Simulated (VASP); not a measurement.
# TiTe (P6_3/mmc) in VASP: single point with r2SCAN

Aim: the single point of TiTe with r2SCAN.

Everything below comes from runs of VASP 6.6.1. Logs are shortened: lines on timing, memory, paths and dates and some standing lists are left out, and cuts for length are marked.

## Step 1: The cell of the first run

Symmetry: P6_3/mmc, No. 194, hexagonal system. Conventional cell: a = 3.796 Å, b = 3.796 Å, c = 7.283 Å, α = 90.00°, β = 90.00°, γ = 120.00°. Ti (site symmetry -3m) has 6 Te at 2.85 Å and 8 Ti at 3.64 to 3.80 Å within 3.8 Å. Within 3.8 Å of Te (site symmetry -6m2) lie 6 Ti at 2.85 Å and 6 Te at 3.80 Å.

## Step 2: Single point, r2SCAN

POSCAR

```
TiTe
1.0
    3.7957350504      0.0000000029      0.0000000000
   -1.8978675277      3.2872029782      0.0000000000
    0.0000000000      0.0000000000      7.2830813500
Ti Te
2 2
Direct
    0.0000000000      0.0000000000      0.0000000000
    0.0000000000      0.0000000000      0.5000000000
    0.3333333333      0.6666666667      0.2500000000
    0.6666666667      0.3333333333      0.7500000000
```

INCAR.step1

```
SYSTEM = TiTe
ALGO = Normal ; EDIFF = 1E-4
ENCUT = 520 ; GGA = PE
ISMEAR = -1 ; LASPH = .TRUE.
LCHARG = .FALSE. ; LREAL = .FALSE.
LWAVE = .TRUE. ; NBANDS = 26
NELM = 80 ; PREC = Accurate
SIGMA = 0.1
```

INCAR.step2

```
SYSTEM = TiTe
ALGO = Normal ; EDIFF = 1E-6
ENCUT = 520 ; ISIF = 2
ISMEAR = -1 ; ISTART = 1
LASPH = .TRUE. ; LCHARG = .FALSE.
LMIXTAU = .TRUE. ; LREAL = .FALSE.
LWAVE = .FALSE. ; METAGGA = R2SCAN
NBANDS = 26 ; NELM = 80
PREC = Accurate ; SIGMA = 0.1
```

KPOINTS

```
k-points
0
G
  10 10 5
  0 0 0
```

Potentials or basis: VASP PAW PBE potentials, release 64 (Ti_sv, Te).

Command:

```bash
$ cat potpaw_PBE.64/Ti_sv/POTCAR potpaw_PBE.64/Te/POTCAR > POTCAR
$ cp INCAR.step1 INCAR
$ mpirun -np 1 vasp_std > vasp.out
$ cp INCAR.step2 INCAR
$ mpirun -np 1 vasp_std > vasp.out
```

OUTCAR:

```text
SYSTEM = TiTe
   EDIFF = 1E-6
   ENCUT = 520
   ISIF = 2
   ISMEAR = -1
   ISTART = 1
   LASPH = .TRUE.
   LREAL = .FALSE.
   METAGGA = R2SCAN
   NELM = 80
   PREC = Accurate

 ion  position               nearest neighbor table
   1  0.000  0.000  0.000-   3 2.85   4 2.85   3 2.85   4 2.85   4 2.85   3 2.85
   2  0.000  0.000  0.500-   3 2.85   4 2.85   3 2.85   4 2.85   4 2.85   3 2.85
   3  0.333  0.667  0.250-   1 2.85   2 2.85   1 2.85   2 2.85   1 2.85   2 2.85
   4  0.667  0.333  0.750-   1 2.85   2 2.85   1 2.85   2 2.85   1 2.85   2 2.85

  LATTYP: Found a hexagonal cell.
 ALAT       =     3.7957350504
 C/A-ratio  =     1.9187538786

  Lattice vectors:

 A1 = (   3.7957350504,   0.0000000029,   0.0000000000)
 A2 = (  -1.8978675277,   3.2872029782,   0.0000000000)
 A3 = (   0.0000000000,   0.0000000000,   7.2830813500)

Analysis of symmetry for initial positions (statically):
=====================================================================
 Subroutine PRICEL returns:
 Original cell was already a primitive cell.

 Routine SETGRP: Setting up the symmetry group for a
 hexagonal supercell.

 Subroutine GETGRP returns: Found 24 space group operations
 (whereof 12 operations were pure point group operations)
 out of a pool of 24 trial point group operations.

The static configuration has the point symmetry D_3d.
 The point group associated with its full space group is D_6h.

Analysis of symmetry for dynamics (positions and initial velocities):
=====================================================================
 Subroutine PRICEL returns:
 Original cell was already a primitive cell.

 Routine SETGRP: Setting up the symmetry group for a
 hexagonal supercell.

 Subroutine GETGRP returns: Found 24 space group operations
 (whereof 12 operations were pure point group operations)
 out of a pool of 24 trial point group operations.

The dynamic configuration has the point symmetry D_3d.
 The point group associated with its full space group is D_6h.

 Subroutine INISYM returns: Found 24 space group operations
 (whereof 12 operations are pure point group operations),
 and found     1 'primitive' translations

----------------------------------------------------------------------------------------

                                     Primitive cell

  volume of cell :      90.8736

  direct lattice vectors                    reciprocal lattice vectors
     3.795735050  0.000000003  0.000000000     0.263453583  0.152104997  0.000000000
    -1.897867528  3.287202978  0.000000000    -0.000000000  0.304209994  0.000000000
[... 84 lines left out ...]
   LNONCOLLINEAR =      F non collinear calculations
   LSORBIT =      F    spin-orbit coupling
   LASPH  =      T    aspherical Exc in radial PAW
   ENCUT  =  520.0 eV  38.22 Ry    6.18 a.u.   7.06  7.06 13.54*2*pi/ulx,y,z
   NELM   =     80;   NELMIN=  2; NELMDL=  0     # of ELM steps
   EDIFF  = 0.1E-05   stopping-criterion for ELM
   LREAL  =      F    real-space projection
   EDIFFG = 0.1E-04   stopping-criterion for IOM
   NSW    =      0    number of steps for IOM
   IBRION =     -1    ionic relax: 0-MD 1-quasi-New 2-CG
   NFREE  =      0    steps in history (QN), initial steepest desc. (CG)
   ISIF   =      2    stress and relaxation
   ISYM   =      2    0-nonsym 1-usesym 2-fastsym
   POTIM  = 0.5000    time-step for ionic-motion
   TEBEG  =    0.0;   TEEND  =   0.0 temperature during run
   PSTRESS=    0.0 pullay stress
   NELECT =      36.0000    total number of electrons
   NUPDOWN=      -1.0000    fix difference up-down
   EMIN   =  10.00;   EMAX   =-10.00  energy-range for DOS
   EFERMI =   0.00;   METHOD = LEGACY
   ISMEAR =    -1;   SIGMA  =   0.10  broadening in eV -4-tet -1-fermi 0-gaus
   EFERMI_NEDOS =   21; number of points for ismear=-14 and -15
   IALGO  =     38    algorithm
   IMIX   =      4    mixing-type and parameters
     AMIX     =   0.40;   BMIX     =  1.00
     AMIX_MAG =   1.60;   BMIX_MAG =  1.00
  volume/ion in A,a.u.               =      22.72       153.31
  Fermi-wavevector in a.u.,A,eV,Ry     =   1.202347  2.272106 19.669102  1.445638
  Thomas-Fermi vector in A             =   2.338131
   LORBIT       =      0    0 simple, 1 ext, 2 COOP (PROOUT), +10 PAW based schemes
   METAGGA = R2SCAN    functional components
   LHFCALC =     F    Hartree Fock is set to
   AEXX    =    0.0000 exact exchange contribution
   IVDW    =     0    specifies the selected vdW correction
   LEPSILON=     F    determine dielectric tensor
   LRPA    =     F    only Hartree local field effects (RPA)
 non-spin polarized calculation
  energy-cutoff  :      520.00
  volume of cell :       90.87
 maximum number of plane-waves:      2472
   NGX = 15   NGY = 15   NGZ = 27

 number of electron      35.9999995 magnetization

 Free energy of the ion-electron system (eV)
  ---------------------------------------------------
  ext. energy  EPLUGINS =         0.00000000
  ---------------------------------------------------
  free energy    TOTEN  =       -79.45878012 eV

  energy without entropy =      -79.33680178  energy(sigma->0) =      -79.39779095

 E-fermi :   8.9011     XC(G=0): -11.1673

 val. band max:        8.8991358075   @ k =   0.1000   0.0000   0.0000
 cond. band min:       8.9048070792   @ k =   0.2000   0.0000   0.0000
 fundamental gap:      0.0056712716
 Fermi energy:         8.9010766898

 k-point     1 :       0.0000    0.0000    0.0000
  band No.  band energies     occupation
      1     -51.0552      2.00000
      2     -51.0525      2.00000
      3     -26.3246      2.00000
      4     -26.2857      2.00000
      5     -26.2856      2.00000
      6     -26.2812      2.00000
[... 685 lines left out ...]
     25      11.1955      0.00000
     26      11.4370      0.00000

 [... further k-points ...]
[... 5 lines left out ...]
  --------------------------------------------------------------------------------------
  -------------------------------------------------------------------------------------
  Total       -2.3105771     -2.3105771     -3.1237123     -0.0000000     -0.0000000      0.0000000
  in kB      -40.7374160    -40.7374160    -55.0736723     -0.0000000     -0.0000000      0.0000000
  external PRESSURE =     -45.5161681 kB  Pullay stress =       0.0000000 kB

 VOLUME and BASIS-vectors are now :
 -----------------------------------------------------------------------------
  energy-cutoff  :      520.00
  volume of cell :       90.87
      direct lattice vectors                 reciprocal lattice vectors
     3.795735050  0.000000003  0.000000000     0.263453583  0.152104997  0.000000000
    -1.897867528  3.287202978  0.000000000    -0.000000000  0.304209994  0.000000000
     0.000000000  0.000000000  7.283081350     0.000000000  0.000000000  0.137304522

 POSITION                                       TOTAL-FORCE (eV/Angst)
 -----------------------------------------------------------------------------------
      0.00000      0.00000      0.00000         0.000000     -0.000000     -0.000000
      0.00000      0.00000      3.64154         0.000000     -0.000000     -0.000000
     -0.00000      2.19147      1.82077        -0.000000     -0.000000     -0.000000
      1.89787      1.09573      5.46231         0.000000      0.000000      0.000000
 -----------------------------------------------------------------------------------
    total drift:                               -0.000000      0.000000      0.000000

  FREE ENERGIE OF THE ION-ELECTRON SYSTEM (eV)
  ---------------------------------------------------
  free  energy   TOTEN  =       -79.4587801235 eV

  energy  without entropy=      -79.3368017813  energy(sigma->0) =      -79.39779095
```

OSZICAR.step1:

```text
N       E                     dE             d eps       ncg     rms          rms(c)
DAV:   1     0.368090995218E+03    0.36809E+03   -0.16992E+04  2184   0.142E+03
DAV:   2     0.142429222719E+02   -0.35385E+03   -0.34515E+03  2212   0.410E+02
DAV:   3    -0.240937848226E+02   -0.38337E+02   -0.37653E+02  3654   0.121E+02
DAV:   4    -0.269455758970E+02   -0.28518E+01   -0.28285E+01  3306   0.277E+01
DAV:   5    -0.270880439768E+02   -0.14247E+00   -0.14238E+00  3128   0.487E+00    0.129E+01
DAV:   6    -0.246955614937E+02    0.23925E+01   -0.21887E+01  2948   0.332E+01    0.569E+00
DAV:   7    -0.243999188517E+02    0.29564E+00   -0.30772E+00  2776   0.139E+01    0.326E+00
DAV:   8    -0.243683074586E+02    0.31611E-01   -0.22202E-01  2712   0.317E+00    0.575E-01
DAV:   9    -0.243676061038E+02    0.70135E-03   -0.16438E-02  3148   0.986E-01    0.347E-01
DAV:  10    -0.243684147381E+02   -0.80863E-03   -0.62705E-03  2958   0.693E-01    0.150E-01
DAV:  11    -0.243680139524E+02    0.40079E-03   -0.27985E-03  2824   0.427E-01    0.608E-02
DAV:  12    -0.243680001275E+02    0.13825E-04   -0.92426E-05  1638   0.732E-02
   1 F= -.24368000E+02 E0= -.24303850E+02  d E =-.128300E+00
```

Wall time 5.3 min (1 thread of Intel Xeon Platinum 8259CL at 2.50GHz (Skylake/Cascade Lake), shared host); peak memory 0.26 GiB.

What came out:

| Item | Value |
| --- | --- |
| Free energy | -79.4588 eV |
| Pressure | -4.6 GPa |
| Band gap on the k mesh | zero (band 18 reaches 8.99 eV, above the bottom of band 19 at 8.74 eV) |

Caveat: the PAW data sets were made with another functional, which shifts forces and pressure a little; spin-orbit coupling is left out, which moves the levels of the heavy elements.
